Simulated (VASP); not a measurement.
Write the native input for VASP 6.6.1 that does the following.

```yaml
Task: single point
Functional: PBE
Dispersion: D3(BJ)
Potentials_or_basis: VASP PAW PBE potentials, release 64 (B, N, O)
Cutoff: 520 eV
k_mesh: 5 × 5 × 5
Occupations: fermi-dirac, width 0.1 eV
Spin: no spin polarisation
Dipole_correction: no
Further_INCAR_settings: ALGO = Normal; EDIFF = 1e-06; NBANDS = 37
```

The structure of BNO3 lies in POSCAR:

```
BNO3
1.0
    1.7829300000     -3.9998350000      0.0000000000
    0.0000000000      2.3972870000     -3.6647730000
    5.3780870000      0.0000000000      0.0000000000
B N O
2 2 6
Direct
    0.0000000000      0.0000000000      0.0000000000
    0.0000000000      0.5000000000      0.5000000000
    0.5000000000      0.7500000000      0.7500000000
    0.5000000000      0.2500000000      0.2500000000
    0.9860000000      0.7500000000      0.7500000000
    0.5000000000      0.2360000000      0.7500000000
    0.0140000000      0.2640000000      0.7500000000
    0.0140000000      0.2500000000      0.2500000000
    0.5000000000      0.7640000000      0.2500000000
    0.9860000000      0.7360000000      0.2500000000
```

The input as run:

INCAR

```
PREC = Accurate
ENCUT = 520
EDIFF = 1E-6
ISMEAR = -1
SIGMA = 0.1
LREAL = F
LASPH = T
NELM = 100
ALGO = Normal
ISIF = 2
LWAVE = F
LCHARG = F
GGA = PE
IVDW = 12
NBANDS = 37
```

KPOINTS

```
regular mesh
0
Gamma
  5 5 5
```

Potentials or basis: VASP PAW PBE potentials, release 64 (B, N, O).

Launch:

```sh
$ cat potpaw_PBE.64/B/POTCAR potpaw_PBE.64/N/POTCAR potpaw_PBE.64/O/POTCAR > POTCAR
$ mpirun -np 1 vasp_std > vasp.out
```

Results of the run:

The pressure is -16.8 GPa, the largest force is 1.152 eV/Å and the band gap on the k mesh is zero (band 26 reaches 4.03 eV, above the bottom of band 27 at 3.30 eV). The dispersion energy per atom is -0.123 eV.

Caveat: the k points lie up to 0.38 Å⁻¹ apart; three body term missing; pairwise dispersion overbinds metals, which lowers pressure and volume; forces of over 1 eV/Å act on the atoms, so gaps and moduli don't describe the material at rest.

Wall time 65 s on 1 thread of Intel(R) Xeon(R) Platinum 8259CL CPU @ 2.50GHz (Skylake/Cascade Lake), with other jobs on the host, peak memory 0.23 GiB.
